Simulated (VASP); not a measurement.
Al3Cu2: single point with r2SCAN

Al3Cu2:

```
CELL_PARAMETERS angstrom
4.09195 0.00000 0.00000
-2.04598 3.54373 0.00000
0.00000 0.00000 4.99278
ATOMIC_POSITIONS crystal
Al 0.00000 0.00000 0.00000
Al 0.33333 0.66667 0.34993
Al 0.66667 0.33333 0.65007
Cu 0.33333 0.66667 0.83951
Cu 0.66667 0.33333 0.16049
```

```json
{
 "Program": "VASP 6.6.1",
 "Task": "single point",
 "Functional": "r2SCAN",
 "Potentials or basis": "VASP PAW PBE potentials, release 64 (Al, Cu)",
 "Cutoff": "520 eV",
 "k mesh": "12 × 12 × 8",
 "Occupations": "fermi-dirac, width 0.05 eV",
 "Spin": "no spin polarisation",
 "Dipole correction": "no",
 "Further INCAR settings": "ALGO = Normal; EDIFF = 1e-06; NBANDS = 24"
}
```

```json
{
 "Pressure": "0.4 GPa",
 "Largest force": "0.016 eV/Å",
 "Band gap on the k mesh": "zero (an odd number of electrons rules out a gap without spin polarisation)"
}
```

Forces on the atoms (eV/Å):
```
Al   0.000  0.000  0.000
Al   0.000  0.000  0.005
Al   0.000  0.000 -0.005
Cu   0.000  0.000  0.016
Cu   0.000  0.000 -0.016
```

Stress tensor (GPa, compression positive):
```
0.58 0.00 0.00
0.00 0.58 0.00
0.00 0.00 0.00
```

Levels at points of the mesh, in eV from the Fermi level:
```
           k point  band 11  band 12  band 13  band 14  band 15  band 16  band 17  band 18  band 19  band 20
(0.00, 0.00, 0.00)    -4.31    -3.81    -3.80    -0.22    -0.22     1.39     1.39     2.91     3.40     5.71
(0.50, 0.00, 0.00)    -4.44    -4.27    -3.26    -3.21    -2.73    -0.79     0.07     0.53     3.13     4.02
(0.00, 0.00, 0.50)    -4.36    -4.36     1.24     1.24     1.36     1.36     1.84     2.54     2.54     2.56
(0.50, 0.00, 0.50)    -4.47    -4.38    -4.30    -3.68    -1.90    -0.21     0.91     1.12     5.48     5.78
```

It took 9.9 min on 1 thread of Intel(R) Xeon(R) Platinum 8488C (Sapphire Rapids) (shared host), peak memory 0.32 GiB.

Caveat: the PAW data sets were made with another functional, which shifts forces and pressure a little.
